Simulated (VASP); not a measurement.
Set up this calculation in VASP 6.6.1, as the native input.

```
Task                   : single point
Functional             : LDA
Potentials or basis    : VASP PAW LDA potentials, release 64 (Pt, Te)
Cutoff                 : 520 eV
k mesh                 : 11 × 11 × 11
Occupations            : fermi-dirac, width 0.05 eV
Spin                   : no spin polarisation
Dipole correction      : no
Further INCAR settings : ALGO = Normal; EDIFF = 1e-06; NBANDS = 15
```

The structure of TePt (zincblende type) lies in POSCAR:

```
TePt
1.0
    0.0000000000      2.8296369093      2.8296369093
    2.8296369093      0.0000000000      2.8296369093
    2.8296369093      2.8296369093      0.0000000000
Pt Te
1 1
Direct
    0.0000000000      0.0000000000      0.0000000000
    0.2500000000      0.2500000000      0.2500000000
```

This cell differs from its parent crystal: volume scaled by 0.88.

The input as run:

INCAR

```
SYSTEM = TePt
PREC = Accurate ; ENCUT = 520
EDIFF = 1E-6 ; ISMEAR = -1
SIGMA = 0.05 ; LREAL = .FALSE.
LASPH = .TRUE. ; NELM = 80
ALGO = Normal ; ISIF = 2
LWAVE = .FALSE. ; LCHARG = .FALSE.
GGA = CA ; NBANDS = 15
```

KPOINTS

```
regular mesh
0
G
  11 11 11
  0 0 0
```

Potentials or basis: VASP PAW LDA potentials, release 64 (Pt, Te).

The run is started by

```sh
$ cat potpaw_LDA.64/Pt/POTCAR potpaw_LDA.64/Te/POTCAR > POTCAR
$ mpirun -np 1 vasp_std > vasp.out
```

It gave:

```
Pressure               : 18.9 GPa
Band gap on the k mesh : zero (band 8 reaches 12.00 eV, above the bottom of band 9 at 6.93 eV)
```

Caveat: spin-orbit coupling is left out, which moves the levels of the heavy elements.

It took 30 s on 1 thread of AMD EPYC 9R45 (Zen 5) (shared host), peak memory 0.14 GiB.
